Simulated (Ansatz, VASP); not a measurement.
**ZnO in VASP and in Ansatz**

File POSCAR:

```
ZnO
1.0
    3.1939060059      0.0000000000      0.0000000000
   -1.5969530030      2.7660037384      0.0000000000
    0.0000000000      0.0000000000     10.3668109761
Zn O
4 4
Direct
    0.0000000000      0.0000000000     -0.0006159377
    0.3333333333      0.6666666667      0.2495637823
    0.0000000000      0.0000000000      0.4993840623
    0.6666666667      0.3333333333      0.7495637823
    0.0000000000      0.0000000000      0.1881525681
    0.3333333333      0.6666666667      0.4378995872
    0.0000000000      0.0000000000      0.6881525681
    0.6666666667      0.3333333333      0.9378995872
```

INCAR.step1

```
SYSTEM = ZnO
PREC = Accurate
ENCUT = 520
ISMEAR = 0
SIGMA = 0.01
LREAL = .False.
LASPH = .True.
NELM = 80
NBANDS = 46
GGA = PE
ALGO = Normal
EDIFF = 1E-4
LWAVE = .True.
LCHARG = .False.
```

The input INCAR.step2:

```
SYSTEM = ZnO
PREC = Accurate
ENCUT = 520
EDIFF = 1E-6
ISMEAR = 0
SIGMA = 0.01
LREAL = .False.
LASPH = .True.
NELM = 80
ALGO = Normal
ISIF = 2
LWAVE = .False.
LCHARG = .False.
METAGGA = R2SCAN
LMIXTAU = .True.
NBANDS = 46
ISTART = 1
```

The input KPOINTS:

```
regular mesh
0
Gamma
  9 9 2
  0 0 0
```

Input for Ansatz:

```yaml
crystal:
  lattice:
    - [3.1939060059, 0.0, 0.0]
    - [-1.596953003, 2.7660037384, 0.0]
    - [0.0, 0.0, 10.3668109761]
  atoms:
    - { symbol: Zn, position: [0.0, 0.0, -0.0006159377] }
    - { symbol: Zn, position: [0.3333333333, 0.6666666667, 0.2495637823] }
    - { symbol: Zn, position: [0.0, 0.0, 0.4993840623] }
    - { symbol: Zn, position: [0.6666666667, 0.3333333333, 0.7495637823] }
    - { symbol: O, position: [0.0, 0.0, 0.1881525681] }
    - { symbol: O, position: [0.3333333333, 0.6666666667, 0.4378995872] }
    - { symbol: O, position: [0.0, 0.0, 0.6881525681] }
    - { symbol: O, position: [0.6666666667, 0.3333333333, 0.9378995872] }
kpoints:
  mp_grid: { grid: [9, 9, 2] }
hamiltonian:
  xc: r2scan
scf:
  occupations: { method: fixed }
  n_extra_bands: 6
output:
  forces: true
  stress: true
  eigenvalues: true
```

Alike in both runs: task single point; functional r2SCAN; k mesh 9 × 9 × 2; no spin polarisation.

```csv
,VASP,Ansatz
version,VASP 6.6.1,Ansatz 0.2.0
potentials or method,"VASP PAW PBE potentials, release 64 (Zn, O)","plane waves, PAW"
plane-wave cutoff (eV),520,500
occupations,"gaussian, width 0.01 eV",fixed
valence electrons in the cell,72,72
```

Ansatz gave:

| Property | Result |
| --- | --- |
| gap on the k mesh at the Fermi level (eV) | 1.22 |
| pressure (GPa) | 4.9 |
| rms of the force components (eV/Å) | 0.003 |

Question: Which values does VASP return?

Answer: gap on the k mesh at the Fermi level (eV): 1.22; pressure (GPa): 6.1; rms of the force components (eV/Å): 0.004.

VASP's potentials were made for PBE, not for r2SCAN. Atom by atom the forces differ by 0.002 eV/Å (rms over components).
